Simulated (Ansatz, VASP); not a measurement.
# One calculation of TiO2, two programs

File INCAR:

```
PREC     = Accurate       # precision mode
ENCUT    = 520            # plane-wave cutoff, eV
EDIFF    = 1E-7           # SCF threshold, eV
ISMEAR   = 0              # smearing method
SIGMA    = 0.05           # smearing width, eV
LREAL    = F              # projectors in reciprocal space
LASPH    = T              # aspherical terms in the spheres
NELM     = 150            # most SCF steps
ALGO     = Normal         # electronic algorithm
ISIF     = 2              # what is computed and relaxed
LWAVE    = F              # write WAVECAR
LCHARG   = F              # write CHGCAR
LMAXMIX  = 4              # l up to which the mixer works
LDAU     = T              # DFT+U
LDAUTYPE = 2            
LDAUL    = 2 -1           # shell
LDAUU    = 4 0            # U, eV
LDAUJ    = 0 0          
LDAUPRINT= 1            
GGA      = PE             # functional
IVDW     = 12             # dispersion correction
NBANDS   = 19             # bands
```

The input KPOINTS:

```
Automatic mesh
0
Gamma
  9 9 9
```

Contents of POSCAR:

```
TiO2
1.0
    1.5742500000      0.9088936613      4.5427333333
   -1.5742500000      0.9088936613      4.5427333333
    0.0000000000     -1.8177873226      4.5427333333
Ti O
1 2
Direct
    0.0000000000      0.0000000000      0.0000000000
    0.6017580785      0.6017580785      0.6017580785
    0.3982419215      0.3982419215      0.3982419215
```

Input for Ansatz:

```yaml
crystal:
  lattice:
    - [1.57425, 0.9088936613, 4.5427333333]
    - [-1.57425, 0.9088936613, 4.5427333333]
    - [0.0, -1.8177873226, 4.5427333333]
  atoms:
    - { symbol: Ti, position: [0.0, 0.0, 0.0] }
    - { symbol: O, position: [0.6017580785, 0.6017580785, 0.6017580785] }
    - { symbol: O, position: [0.3982419215, 0.3982419215, 0.3982419215] }
basis:
  ecutwfc: 520.0
kpoints:
  mp_grid: { grid: [9, 9, 9] }
hamiltonian:
  xc: pbe
  pseudopotentials: { kind: paw, azcp: { folder: soft_1 } }
  dispersion: d3bj
  hubbard: { sites: [{ species: Ti, l: d, u_eff: 4.0 }] }
scf:
  occupations: { method: gaussian, width: 0.05 }
output:
  forces: true
  stress: true
  eigenvalues: true
```

Alike in both runs: task single point; functional PBE; dispersion D3(BJ); k mesh 9 × 9 × 9; occupations gaussian, width 0.05 eV; no spin polarisation; Hubbard terms Ti d U = 4.0 eV.

|  | VASP | Ansatz |
| --- | --- | --- |
| version | VASP 6.6.1 | Ansatz 0.2.0 |
| potentials or method | VASP PAW PBE potentials, release 64 (Ti_sv, O), cutoff 520 eV | scalar-relativistic, plane waves, PAW |
| valence electrons in the cell | 24 | 24 |

```tsv
	VASP	Ansatz	Ansatz less VASP
gap on the k mesh at the Fermi level (eV)	2.55	2.50	-0.052
least direct gap on the mesh (eV)	2.80	2.76	-0.048
pressure (GPa)	-6.8	-9.7	-2.84
traceless stress, the component that is largest in VASP (GPa)	12.54	13.26	+0.720
rms of the force components (eV/Å)	0.164	0.016	-0.1478
```

The programs project onto different local orbitals, so the same U acts differently, and such runs can settle in different states. Atom by atom the forces differ by 0.148 eV/Å (rms over components).
